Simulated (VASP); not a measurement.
Wanted: the native input for a VASP 6.6.1 run.

```
Task                   : single point
Functional             : r2SCAN
Potentials or basis    : VASP PAW PBE potentials, release 64 (Pb_d, Se)
Cutoff                 : 550 eV
k mesh                 : 3 × 3 × 3
Occupations            : gaussian, width 0.01 eV
Spin                   : no spin polarisation
Dipole correction      : no
Further INCAR settings : ALGO = Normal; EDIFF = 1e-06; NBANDS = 17
```

The system is PbSe.

```
Pb Se
1.0
     3.78432    0.00000    0.00000
     0.00000    3.78432    0.00000
     0.00000    0.00000    3.78432
Pb Se
1 1
Direct
  0.00000 0.00000 0.00000
  0.50000 0.50000 0.50000
```

One way to write it, as run:

POSCAR

```
PbSe
1.0
    3.7843220000      0.0000000000      0.0000000000
    0.0000000000      3.7843220000      0.0000000000
    0.0000000000      0.0000000000      3.7843220000
Pb Se
1 1
Direct
    0.0000000000      0.0000000000      0.0000000000
    0.5000000000      0.5000000000      0.5000000000
```

INCAR.step1

```
SYSTEM = PbSe
ALGO = Normal ; EDIFF = 1E-5
ENCUT = 550 ; GGA = PE
GGA_COMPAT = .FALSE. ; ISMEAR = 0
LASPH = .TRUE. ; LCHARG = .FALSE.
LREAL = .FALSE. ; LWAVE = .TRUE.
NBANDS = 17 ; NELM = 120
PREC = Accurate ; SIGMA = 0.01
```

INCAR.step2

```
SYSTEM = PbSe
ALGO = Normal ; EDIFF = 1E-6
ENCUT = 550 ; GGA_COMPAT = .FALSE.
ISIF = 2 ; ISMEAR = 0
ISTART = 1 ; LASPH = .TRUE.
LCHARG = .FALSE. ; LMIXTAU = .TRUE.
LREAL = .FALSE. ; LWAVE = .FALSE.
METAGGA = R2SCAN ; NBANDS = 17
NELM = 120 ; PREC = Accurate
SIGMA = 0.01
```

KPOINTS

```
k-points
0
G
  3 3 3
  0 0 0
```

Potentials or basis: VASP PAW PBE potentials, release 64 (Pb_d, Se).

Command:

```bash
$ cat potpaw_PBE.64/Pb_d/POTCAR potpaw_PBE.64/Se/POTCAR > POTCAR
$ cp INCAR.step1 INCAR
$ mpirun -np 1 vasp_std > vasp.out
$ cp INCAR.step2 INCAR
$ mpirun -np 1 vasp_std > vasp.out
```

Results of the run:

| Item | Value |
| --- | --- |
| Pressure | -1.0 GPa |
| Band gap on the k mesh | 1.76 eV, indirect (least direct gap 2.82 eV) |

Caveat: the k points lie up to 0.55 Å⁻¹ apart; the PAW data sets were made with another functional, which shifts forces and pressure a little; spin-orbit coupling is left out, which moves the levels of the heavy elements.

Run time: 46 s on 1 thread of Intel Xeon 8259CL, with other jobs on the host, peak memory 0.17 GiB.
